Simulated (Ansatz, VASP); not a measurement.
**One calculation of Ag, two programs**

```
CELL_PARAMETERS angstrom
2.93583 0.00000 0.00000
-1.46791 2.54250 0.00000
0.00000 0.00000 4.79096
ATOMIC_POSITIONS crystal
Ag 0.33333 0.66667 0.25000
Ag 0.66667 0.33333 0.75000
```

Alike in both runs: functional PBE; k mesh 16 × 16 × 9; occupations fermi-dirac, width 0.05 eV; no spin polarisation.

Ansatz relaxed the structure, and its values are those at the end. VASP's run is a single point on that final structure, the one shown.

```csv
,VASP,Ansatz
version,VASP 6.6.1,Ansatz 0.2.0
potentials or method,"VASP PAW PBE potentials, release 64 (Ag)","PAW with Ansatz's default frozen-core files, scalar-relativistic"
plane-wave cutoff (eV),500,420
valence electrons in the cell,22,38
```

```tsv
	VASP	Ansatz	Ansatz less VASP
pressure (GPa)	-0.1	0.0	+0.07
```

VASP's potentials hold 22 valence electrons a cell and Ansatz's 38, so a difference there can come from the potentials and not from the codes.
